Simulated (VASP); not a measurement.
## SiO2: single point with r2SCAN

SiO2:

```
Si O
1.0
    -2.47324    2.47324    3.83918
     2.47324   -2.47324    3.83918
     2.47324    2.47324   -3.83918
Si O
2 4
Direct
  0.00000 0.00000 0.00000
  0.75000 0.25000 0.50000
  0.97317 0.62500 0.84817
  0.37500 0.22317 0.34817
  0.77683 0.12500 0.15183
  0.87500 0.02683 0.65183
```

This cell differs from its parent crystal: strain +0.000 along x and y, +0.050 along z.

```yaml
Program: VASP 6.6.1
Task: single point
Functional: r2SCAN
Potentials_or_basis: VASP PAW PBE potentials, release 64 (Si, O)
Cutoff: 520 eV
k_mesh: 6 × 6 × 6
Occupations: gaussian, width 0.05 eV
Spin: no spin polarisation
Dipole_correction: no
Further_INCAR_settings: ALGO = Normal; EDIFF = 1e-07; NBANDS = 25
```

The pressure is -7.5 GPa, the largest force is 0.461 eV/Å and the band gap on the k mesh is 6.22 eV, direct.

Forces on the atoms (eV/Å):
```
Si   0.000  0.000  0.000
Si   0.000  0.000  0.000
O    0.000 -0.461  0.000
O   -0.461  0.000  0.000
O    0.000  0.461  0.000
O    0.461  0.000  0.000
```

Stress tensor (GPa, compression positive):
```
-6.38  0.00  0.00
 0.00 -6.38  0.00
 0.00  0.00 -9.69
```

Levels at points of the mesh, in eV from the valence-band top:
| k point | band 13 | band 14 | band 15 | band 16 | band 17 | band 18 | band 19 | band 20 |
| --- | --- | --- | --- | --- | --- | --- | --- | --- |
| (0.00, 0.00, 0.00) | -1.56 | -0.80 | 0.00 | 0.00 | 6.22 | 9.42 | 10.93 | 11.13 |
| (0.50, 0.00, 0.00) | -1.42 | -0.79 | -0.52 | -0.13 | 8.53 | 9.34 | 10.29 | 10.70 |
| (0.50, 0.50, 0.00) | -0.94 | -0.94 | -0.38 | -0.38 | 9.54 | 9.54 | 10.61 | 10.61 |
| (0.50, 0.50, 0.50) | -1.47 | -1.47 | -0.24 | -0.24 | 9.24 | 9.24 | 10.72 | 10.72 |

It took 2.3 min on 1 thread of Intel(R) Xeon(R) 6975P-C (Granite Rapids), with other jobs on the host, peak memory 0.27 GiB.

Caveat: the cell differs from its parent crystal (strain +0.000 along x and y, +0.050 along z); the PAW data sets were made with another functional, which shifts forces and pressure a little. A k mesh can miss the band edges.
